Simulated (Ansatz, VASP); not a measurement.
# MoS2 in VASP and in Ansatz

```
CELL_PARAMETERS angstrom
3.18507 0.00000 0.00000
-1.59253 2.75835 0.00000
0.00000 0.00000 14.80800
ATOMIC_POSITIONS crystal
Mo 0.66667 0.33333 0.25000
Mo 0.33333 0.66667 0.75000
S 0.66667 0.33333 0.64448
S 0.33333 0.66667 0.35552
S 0.66667 0.33333 0.85552
S 0.33333 0.66667 0.14448
```

Alike in both runs: task relaxation of cell and atoms; functional PBE; k mesh 12 × 12 × 2; occupations gaussian, width 0.02 eV; no spin polarisation.

|  | VASP | Ansatz |
| --- | --- | --- |
| version | VASP 6.6.1 | Ansatz 0.2.0 |
| potentials or method | VASP PAW PBE potentials, release 64 (Mo_sv, S), cutoff 600 eV | scalar-relativistic, plane waves, PAW |
| valence electrons in the cell | 52 | 52 |

Ansatz gave:

- gap on the k mesh at the Fermi level, each at its own relaxed structure (eV): 1.45
- relaxed volume (Å³/atom): 21.68
- relaxed cell length with the largest relative difference (Å): 14.808

Q: Estimate VASP's values.

A: gap on the k mesh at the Fermi level, each at its own relaxed structure (eV): 1.46; relaxed volume (Å³/atom): 21.67; relaxed cell length with the largest relative difference (Å): 14.804.
